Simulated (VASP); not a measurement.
The system is As.

```
As
1.0
     4.34186    0.00000    0.00000
    -2.17093    3.76016    0.00000
     0.00000    0.00000    4.92389
As
4
Direct
  0.33333 0.66667 0.22675
  0.33333 0.66667 0.77325
  0.66667 0.33333 0.77325
  0.66667 0.33333 0.22675
```

```yaml
Program: VASP 6.6.1
Task: relaxation of cell and atoms
Functional: PBE
Potentials_or_basis: VASP PAW PBE potentials, release 64 (As)
Cutoff: 600 eV
k_mesh: 6 × 6 × 4
Occupations: gaussian, width 0.1 eV
Spin: no spin polarisation
```

At the start: pressure 24.7 GPa; volume 20.10 Å³/atom.

Task: How do energy, volume and symmetry change on relaxing?

Result: Over 11 steps the energy falls by 527.1 meV/atom and the volume is 25.39 Å³/atom (+26.3 %); space group P6/mmm (No. 191, to 0.05 Å).

The path:
```
step  energy change (eV)  largest force (eV/Å)  pressure (GPa)  volume (Å³)
   1              0.0000                3.3026           24.71        80.39
   2             -1.5884                0.2143           -6.31       121.32
   3             -2.0928                0.0500           -0.18       102.22
   4             -2.0948                0.0849            0.16       101.62
   5             -2.0951                0.1127            0.42       101.17
   6             -2.1044                0.1127           -0.30       102.13
   7             -2.1053                0.1202           -0.17       101.92
   8             -2.1074                0.0637           -0.05       101.69
   9             -2.1080                0.0142            0.06       101.50
  10             -2.1082                0.0010           -0.01       101.62
  11             -2.1083                0.0051            0.02       101.57
```

Final structure:
```
CELL_PARAMETERS angstrom
4.59070 0.00000 0.00000
-2.29535 3.97566 0.00000
0.00000 0.00000 5.56506
ATOMIC_POSITIONS crystal
As 0.33333 0.66667 0.24991
As 0.33333 0.66667 0.75009
As 0.66667 0.33333 0.75009
As 0.66667 0.33333 0.24991
```

Caveat: the volume moved by over 15 % at a fixed basis, so the end points are rough.
